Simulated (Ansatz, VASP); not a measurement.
# BaHfO3: VASP beside Ansatz

```
Ba Hf O
1.0
     4.16957    0.00000    0.00000
     0.00000    4.16957    0.00000
     0.00000    0.00000    4.17038
Ba Hf O
1 1 3
Direct
  0.50000 0.50000 0.99642
  0.00000 0.00000 0.49788
  0.00000 0.50000 0.49889
  0.50000 0.00000 0.49889
  0.00000 0.00000 0.99794
```

Alike in both runs: task relaxation of cell and atoms; functional PBE; k mesh 4 × 4 × 4; occupations gaussian, width 0.1 eV; no spin polarisation.

|  | VASP | Ansatz |
| --- | --- | --- |
| version | VASP 6.6.1 | Ansatz 0.2.0 |
| potentials or method | VASP PAW PBE potentials, release 64 (Ba_sv, Hf_pv, O), cutoff 600 eV | scalar-relativistic, plane waves, PAW |
| valence electrons in the cell | 38 | 54 |

```csv
,VASP,Ansatz,Ansatz less VASP
"gap on the k mesh at the Fermi level, each at its own relaxed structure (eV)",3.54,3.62,+0.081
relaxed volume (Å³/atom),14.82,14.87,+0.048
relaxed cell length with the largest relative difference (Å),4.200,4.205,+0.0046
```

VASP's potentials hold 38 valence electrons a cell and Ansatz's 54, so a difference there can come from the potentials and not from the codes.

Spin-orbit coupling is off throughout.
